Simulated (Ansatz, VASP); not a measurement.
## One calculation of Al2Cu, two programs

```xyz
6
Lattice="-2.9657 2.9657 2.4901 2.9657 -2.9657 2.4901 2.9657 2.9657 -2.4901" Properties=species:S:1:pos:R:3 pbc="T T T"
Al    3.9071    0.9414    0.0000
Al    2.0242    0.9414    2.4901
Al   -0.9414    2.0242    2.4901
Al    0.9414    2.0242    0.0000
Cu    0.0000    0.0000    3.7351
Cu    0.0000    0.0000    1.2450
```

Alike in both runs: task single point; functional PBE; k mesh 10 × 10 × 10; occupations gaussian, width 0.15 eV; no spin polarisation.

```csv
,VASP,Ansatz
version,VASP 6.6.1,Ansatz 0.2.0
potentials or method,"VASP PAW PBE potentials, release 64 (Al, Cu), cutoff 520 eV","scalar-relativistic, plane waves, PAW"
valence electrons in the cell,34,50
```

VASP gave:

```
gap on the k mesh at the Fermi level (eV)                     : none
pressure (GPa)                                                : 2.5
traceless stress, the component that is largest in VASP (GPa) : -3.39
rms of the force components (eV/Å)                            : 0.045
```

Estimate Ansatz's values.

gap on the k mesh at the Fermi level (eV): none; pressure (GPa): 2.4; traceless stress, the component that is largest in VASP (GPa): -3.45; rms of the force components (eV/Å): 0.047.

Atom by atom the forces differ by 0.002 eV/Å (rms over components). A gap of «none» marks a metal or a gap that the smearing closes. The functional is the same, so the differences come from potentials, cutoffs and numerics. VASP's potentials hold 34 valence electrons a cell and Ansatz's 50, so a difference there can come from the potentials and not from the codes.
